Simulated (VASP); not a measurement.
A run of VASP 6.6.1:

The input INCAR:

```
SYSTEM = Br
  PREC = Accurate
  ENCUT = 520
  EDIFF = 1E-6
  ISMEAR = 0
  SIGMA = 0.15
  LREAL = .False.
  LASPH = .True.
  NELM = 100
  ALGO = Fast
  ISIF = 2
  LWAVE = .False.
  LCHARG = .False.
  GGA = PE
  IVDW = 12
  NBANDS = 10
```

KPOINTS

```
Automatic mesh
0
Gamma
  22 22 22
  0 0 0
```

POSCAR

```
Br
1.0
   -1.4216501623      1.4216501623      3.3826500000
    1.4216501623     -1.4216501623      3.3826500000
    1.4216501623      1.4216501623     -3.3826500000
Br
1
Direct
    0.0000000000      0.0000000000      0.0000000000
```

Potentials or basis: VASP PAW PBE potentials, release 64 (Br).

Launch:

```bash
$ cat potpaw_PBE.64/Br/POTCAR > POTCAR
$ mpirun -np 1 vasp_std > vasp.out
```

Hardware: 1 thread of Oxide Virtual Turin-like Processor, with other jobs on the host.

Task: Estimate the wall time of this run.

Result: Wall time 3.4 min on 1 thread of Oxide Virtual Turin-like Processor (shared host), peak memory 0.31 GiB. Counts: scf iterations 11, k points 834.
